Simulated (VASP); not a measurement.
Write the native input for VASP 6.6.1 that does the following.

```
Task                   : single point
Functional             : PBEsol
Potentials or basis    : VASP PAW PBE potentials, release 64 (Zr_sv)
Cutoff                 : 520 eV
k mesh                 : 16 × 16 × 16
Occupations            : gaussian, width 0.1 eV
Spin                   : no spin polarisation
Dipole correction      : no
Further INCAR settings : ALGO = Fast; EDIFF = 1e-06; NBANDS = 19
```

The structure of Zr lies in POSCAR:

```
Zr
1.0
    0.0000000000      3.0686070238      3.0686070238
    3.0686070238      0.0000000000      3.0686070238
    3.0686070238      3.0686070238      0.0000000000
Zr
2
Direct
    0.0000000000      0.0000000000      0.0000000000
    0.2500000000      0.2500000000      0.2500000000
```

The input as run:

INCAR

```
SYSTEM = Zr
  ALGO = Fast
  EDIFF = 1E-6
  ENCUT = 520
  GGA = PS
  ISIF = 2
  ISMEAR = 0
  LASPH = .TRUE.
  LCHARG = .TRUE.
  LELF = .TRUE.
  LREAL = .FALSE.
  LVHAR = .TRUE.
  LWAVE = .FALSE.
  NBANDS = 19
  NELM = 100
  PREC = Accurate
  SIGMA = 0.1
```

KPOINTS

```
k-points
0
G
  16 16 16
  0 0 0
```

Potentials or basis: VASP PAW PBE potentials, release 64 (Zr_sv).

Launch:

```sh
$ cat potpaw_PBE.64/Zr_sv/POTCAR > POTCAR
$ mpirun -np 1 vasp_std > vasp.out
```

It gave:

The pressure is 0.8 GPa. The band gap on the k mesh is zero (band 12 reaches 6.11 eV, above the bottom of band 13 at 5.85 eV).

Caveat: the PAW data sets were made with another functional, which shifts forces and pressure a little.

It took 2.4 min on 1 thread of Intel(R) Xeon(R) Platinum 8259CL CPU @ 2.50GHz (Skylake/Cascade Lake), on a shared host, peak memory 0.27 GiB.
